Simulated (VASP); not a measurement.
# Si (Fd-3m) in VASP: single point with PBE

Aim: the single point of Si with PBE.

Everything below comes from runs of VASP 6.6.1. Logs are shortened: lines on timing, memory, paths and dates and some standing lists are left out, and cuts for length are marked.

### 1 The cell of the first run

The structure is cubic, space group Fd-3m (No. 227). The conventional cell has a = 5.470 Å, b = 5.470 Å, c = 5.470 Å, α = 90.00°, β = 90.00°, γ = 90.00°. Si (site symmetry -43m) has 4 Si at 2.37 Å within 3.1 Å.

### 2 Single point, PBE

File INCAR:

```
SYSTEM = Si
PREC     = Accurate       ! precision mode
ENCUT    = 500            ! plane-wave cutoff, eV
EDIFF    = 1E-6           ! SCF threshold, eV
ISMEAR   = 0              ! smearing method
SIGMA    = 0.02           ! smearing width, eV
LREAL    = .FALSE.        ! projectors in reciprocal space
LASPH    = .TRUE.         ! aspherical terms in the spheres
NELM     = 120            ! most SCF steps
ALGO     = Normal         ! electronic algorithm
ISIF     = 2              ! what is computed and relaxed
LWAVE    = .FALSE.        ! write WAVECAR
LCHARG   = .FALSE.        ! write CHGCAR
GGA      = PE             ! functional
NBANDS   = 11             ! bands
GGA_COMPAT= .FALSE.
```

File KPOINTS:

```
regular mesh
0
G
  10 10 10
  0 0 0
```

File POSCAR:

```
Si
1.0
    0.0000000000      2.7347887104      2.7347887104
    2.7347887104      0.0000000000      2.7347887104
    2.7347887104      2.7347887104      0.0000000000
Si
2
Direct
    0.0000000000      0.0000000000      0.0000000000
    0.2500000000      0.2500000000      0.2500000000
```

Potentials or basis: VASP PAW PBE potentials, release 64 (Si).

Started as:

```console
$ cat potpaw_PBE.64/Si/POTCAR > POTCAR
$ mpirun -np 1 vasp_std > vasp.out
```

OUTCAR:

```text
SYSTEM = Si
   PREC = Accurate
   ENCUT = 500
   EDIFF = 1E-6
   ISMEAR = 0
   LREAL = .FALSE.
   LASPH = .TRUE.
   NELM = 120
   ISIF = 2
   GGA = PE

 ion  position               nearest neighbor table
   1  0.000  0.000  0.000-   2 2.37   2 2.37   2 2.37   2 2.37
   2  0.250  0.250  0.250-   1 2.37   1 2.37   1 2.37   1 2.37

  LATTYP: Found a face centered cubic cell.
 ALAT       =     5.4695774208

  Lattice vectors:

 A1 = (   0.0000000000,   2.7347887104,   2.7347887104)
 A2 = (   2.7347887104,   0.0000000000,   2.7347887104)
 A3 = (   2.7347887104,   2.7347887104,   0.0000000000)

Analysis of symmetry for initial positions (statically):
=====================================================================
 Subroutine PRICEL returns:
 Original cell was already a primitive cell.

 Routine SETGRP: Setting up the symmetry group for a
 face centered cubic supercell.

 Subroutine GETGRP returns: Found 48 space group operations
 (whereof 24 operations were pure point group operations)
 out of a pool of 48 trial point group operations.

The static configuration has the point symmetry T_d .
 The point group associated with its full space group is O_h .

Analysis of symmetry for dynamics (positions and initial velocities):
=====================================================================
 Subroutine PRICEL returns:
 Original cell was already a primitive cell.

 Routine SETGRP: Setting up the symmetry group for a
 face centered cubic supercell.

 Subroutine GETGRP returns: Found 48 space group operations
 (whereof 24 operations were pure point group operations)
 out of a pool of 48 trial point group operations.

The dynamic configuration has the point symmetry T_d .
 The point group associated with its full space group is O_h .

 Subroutine INISYM returns: Found 48 space group operations
 (whereof 24 operations are pure point group operations),
 and found     1 'primitive' translations

----------------------------------------------------------------------------------------

                                     Primitive cell

  volume of cell :      40.9073

  direct lattice vectors                    reciprocal lattice vectors
     0.000000000  2.734788710  2.734788710    -0.182829481  0.182829481  0.182829481
     2.734788710  0.000000000  2.734788710     0.182829481 -0.182829481  0.182829481
     2.734788710  2.734788710  0.000000000     0.182829481  0.182829481 -0.182829481

  length of vectors
     3.867575284  3.867575284  3.867575284     0.316669950  0.316669950  0.316669950

[... 88 lines left out ...]
   POTIM  = 0.5000    time-step for ionic-motion
   TEBEG  =    0.0;   TEEND  =   0.0 temperature during run
   PSTRESS=    0.0 pullay stress
   NELECT =       8.0000    total number of electrons
   NUPDOWN=      -1.0000    fix difference up-down
   EMIN   =  10.00;   EMAX   =-10.00  energy-range for DOS
   EFERMI =   0.00;   METHOD = LEGACY
   ISMEAR =     0;   SIGMA  =   0.02  broadening in eV -4-tet -1-fermi 0-gaus
   EFERMI_NEDOS =   21; number of points for ismear=-14 and -15
   IALGO  =     38    algorithm
   IMIX   =      4    mixing-type and parameters
     AMIX     =   0.40;   BMIX     =  1.00
     AMIX_MAG =   1.60;   BMIX_MAG =  1.00
  volume/ion in A,a.u.               =      20.45       138.03
  Fermi-wavevector in a.u.,A,eV,Ry     =   0.950250  1.795711 12.285712  0.902974
  Thomas-Fermi vector in A             =   2.078609
   LORBIT       =      0    0 simple, 1 ext, 2 COOP (PROOUT), +10 PAW based schemes
   GGA     = PE    functional components
   LHFCALC =     F    Hartree Fock is set to
   AEXX    =    0.0000 exact exchange contribution
   IVDW    =     0    specifies the selected vdW correction
   LEPSILON=     F    determine dielectric tensor
   LRPA    =     F    only Hartree local field effects (RPA)
 non-spin polarized calculation
 Gauss-broadening in eV      SIGMA  =   0.02
  energy-cutoff  :      500.00
  volume of cell :       40.91
 maximum number of plane-waves:      1056
   NGX = 15   NGY = 15   NGZ = 15

 number of electron       8.0000000 magnetization

 Free energy of the ion-electron system (eV)
  ---------------------------------------------------
  ext. energy  EPLUGINS =         0.00000000
  ---------------------------------------------------
  free energy    TOTEN  =       -10.84918679 eV

  energy without entropy =      -10.84918679  energy(sigma->0) =      -10.84918679

 E-fermi :   5.7114     XC(G=0):  -9.3256

 val. band max:        5.6113485664   @ k =   0.0000   0.0000   0.0000
 cond. band min:       6.2299956583   @ k =   0.4000   0.4000   0.0000
 fundamental gap:      0.6186470918
 Fermi energy:         5.7113717397

 k-point     1 :       0.0000    0.0000    0.0000
  band No.  band energies     occupation
      1      -6.2002      2.00000
      2       5.6113      2.00000
      3       5.6113      2.00000
      4       5.6113      2.00000
      5       8.1682      0.00000
      6       8.1682      0.00000
      7       8.1682      0.00000
      8       8.7399      0.00000
      9      13.3204      0.00000
     10      13.3204      0.00000
     11      13.4867      0.00000
[... 309 lines left out ...]
 k-point    24 :       0.4000    0.3000    0.0000
  band No.  band energies     occupation
      1      -4.0784      2.00000
      2       0.2193      2.00000
      3       2.8193      2.00000
      4       3.2287      2.00000
      5       6.6888      0.00000
      6       7.8775      0.00000
      7      12.4643      0.00000
      8      12.6055      0.00000
      9      16.0192      0.00000
     10      16.1475      0.00000
     11      17.6292      0.00000

 [... further k-points ...]

------------------------ aborting loop because EDIFF is reached ----------------------------------------

  FORCE on cell =-STRESS in cart. coord.  units (eV):
  Direction    XX          YY          ZZ          XY          YZ          ZX
  --------------------------------------------------------------------------------------
  -------------------------------------------------------------------------------------
  Total       -0.0114642     -0.0114642     -0.0114642      0.0000000     -0.0000000     -0.0000000
  in kB       -0.4490076     -0.4490076     -0.4490076      0.0000000     -0.0000000     -0.0000000
  external PRESSURE =      -0.4490076 kB  Pullay stress =       0.0000000 kB

 VOLUME and BASIS-vectors are now :
 -----------------------------------------------------------------------------
  energy-cutoff  :      500.00
  volume of cell :       40.91
      direct lattice vectors                 reciprocal lattice vectors
     0.000000000  2.734788710  2.734788710    -0.182829481  0.182829481  0.182829481
     2.734788710  0.000000000  2.734788710     0.182829481 -0.182829481  0.182829481
     2.734788710  2.734788710  0.000000000     0.182829481  0.182829481 -0.182829481

 POSITION                                       TOTAL-FORCE (eV/Angst)
 -----------------------------------------------------------------------------------
      0.00000      0.00000      0.00000         0.000000      0.000000      0.000000
      1.36739      1.36739      1.36739        -0.000000     -0.000000     -0.000000
 -----------------------------------------------------------------------------------
    total drift:                                0.000000      0.000000     -0.000000

  FREE ENERGIE OF THE ION-ELECTRON SYSTEM (eV)
  ---------------------------------------------------
  free  energy   TOTEN  =       -10.8491867871 eV

  energy  without entropy=      -10.8491867871  energy(sigma->0) =      -10.84918679
```

stdout:

```text
POSCAR found type information on POSCAR Si
 POSCAR found :  1 types and       2 ions
 scaLAPACK will be used
 LDA part: xc-table for (Slater+PW92), standard interpolation
 POSCAR, INCAR and KPOINTS ok, starting setup
 FFT: planning ... GRIDC
 FFT: planning ... GRID_SOFT
 FFT: planning ... GRID
 WAVECAR not read
 entering main loop
```

Run time: 9.4 s. Hardware: 1 thread of AMD EPYC 9R45 (Zen 5), shared host; peak memory 0.12 GiB.

What came out:

```
Free energy            : -10.8492 eV
Pressure               : 0.0 GPa
Band gap on the k mesh : 0.62 eV, indirect (least direct gap 2.56 eV)
```

A k mesh can miss the band edges. As with any semilocal functional, this PBE gap is likely too small.
